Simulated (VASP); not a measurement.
Write the native input for VASP 6.6.1 that does the following.

| Quantity | Value |
| --- | --- |
| Task | single point |
| Functional | PBE |
| Potentials or basis | VASP PAW PBE potentials, release 64 (Zn, Se) |
| Cutoff | 520 eV |
| k mesh | 10 × 10 × 10 |
| Occupations | gaussian, width 0.05 eV |
| Spin | no spin polarisation |
| Dipole correction | no |
| Further INCAR settings | ALGO = Normal; EDIFF = 1e-06; NBANDS = 16 |

The structure of ZnSe lies in POSCAR:

```
ZnSe
1.0
    0.0000000000      2.9915496886      2.5428172353
    2.9915496886      0.0000000000      2.5428172353
    2.9915496886      2.9915496886      0.0000000000
Zn Se
1 1
Direct
    0.0000000000      0.0000000000      0.0000000000
    0.7500000000      0.7500000000      0.7500000000
```

This cell differs from its parent crystal: ratio of the length along z to the lengths across it x 0.85, volume and fractional coordinates fixed.

The input as run:

INCAR

```
SYSTEM = ZnSe
  PREC = Accurate
  ENCUT = 520
  EDIFF = 1E-6
  ISMEAR = 0
  SIGMA = 0.05
  LREAL = .False.
  LASPH = .True.
  NELM = 60
  ALGO = Normal
  ISIF = 2
  LWAVE = .False.
  LCHARG = .True.
  GGA = PE
  LELF = .True.
  LVHAR = .True.
  NBANDS = 16
```

KPOINTS

```
Automatic mesh
0
Gamma
  10 10 10
  0 0 0
```

Potentials or basis: VASP PAW PBE potentials, release 64 (Zn, Se).

Launch:

```bash
$ cat potpaw_PBE.64/Zn/POTCAR potpaw_PBE.64/Se/POTCAR > POTCAR
$ mpirun -np 1 vasp_std > vasp.out
```

Results of the run:

```yaml
Pressure: 1.7 GPa
Band_gap_on_the_k_mesh: 0.93 eV
```

Run time: 2.1 min on 1 thread of Intel Xeon 8259CL (shared host), peak memory 0.23 GiB.
